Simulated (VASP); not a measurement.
**Na: single point with PBE**

Na:

```
Na
1.0
     3.74500    0.00000    0.00000
    -1.87250    3.24326    0.00000
     0.00000    0.00000    6.10304
Na
2
Cartesian
  0.0000 2.1622 1.5258
  1.8725 1.0811 4.5773
```

```
Program             : VASP 6.6.1
Task                : single point
Functional          : PBE
Potentials or basis : VASP PAW PBE potentials, release 64 (Na_pv)
Cutoff              : 520 eV
k mesh              : 15 × 15 × 8
Occupations         : gaussian, width 0.15 eV
Spin                : no spin polarisation
```

- Pressure: 0.0 GPa
- Band gap on the k mesh: zero (band 7 reaches 2.40 eV, above the bottom of band 8 at -1.92 eV)

Levels at points of the mesh, in eV from the Fermi level:
```tsv
k point	band 4	band 5	band 6	band 7	band 8	band 9	band 10	band 11
(0.00, 0.00, 0.00)	-24.91	-24.91	-24.91	-3.29	0.55	0.96	9.95	9.95
(0.00, 0.00, 0.50)	-24.91	-24.91	-24.91	-2.26	-2.26	5.54	5.54	10.54
```

Run time: 29 s on 1 thread of Intel(R) Xeon(R) 6975P-C (Granite Rapids) (shared host), peak memory 0.24 GiB.
